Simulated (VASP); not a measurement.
A run of VASP 6.6.1 is set up as follows.

File INCAR:

```
SYSTEM = ZrB2
ALGO = Normal
EDIFF = 1E-7
ENCUT = 520
GGA = PS
ISIF = 2
ISMEAR = 1
LASPH = .TRUE.
LCHARG = .FALSE.
LREAL = .FALSE.
LWAVE = .FALSE.
NBANDS = 16
NELM = 100
PREC = Accurate
SIGMA = 0.15
```

The input KPOINTS:

```
k-points
0
G
  10 10 8
  0 0 0
```

File POSCAR:

```
ZrB2
1.0
    3.1052879646      0.0000000000      0.0000000000
   -1.5526439823      2.6892587238      0.0000000000
    0.0000000000      0.0000000000      3.4608777221
Zr B
1 2
Direct
    0.0000000000      0.0000000000      0.0000000000
    0.3333333333      0.6666666667      0.5000000000
    0.6666666667      0.3333333333      0.5000000000
```

Potentials or basis: VASP PAW PBE potentials, release 64 (Zr_sv, B).

Launch:

```sh
$ cat potpaw_PBE.64/Zr_sv/POTCAR potpaw_PBE.64/B/POTCAR > POTCAR
$ mpirun -np 1 vasp_std > vasp.out
```

(1) What does it give for the pressure?

(2) Predict the band gap on the k mesh.

Answers

(1) 12.7 GPa.

(2) zero (band 9 reaches 11.72 eV, above the bottom of band 10 at 10.85 eV).

Caveat: the PAW data sets were made with another functional, which shifts forces and pressure a little.
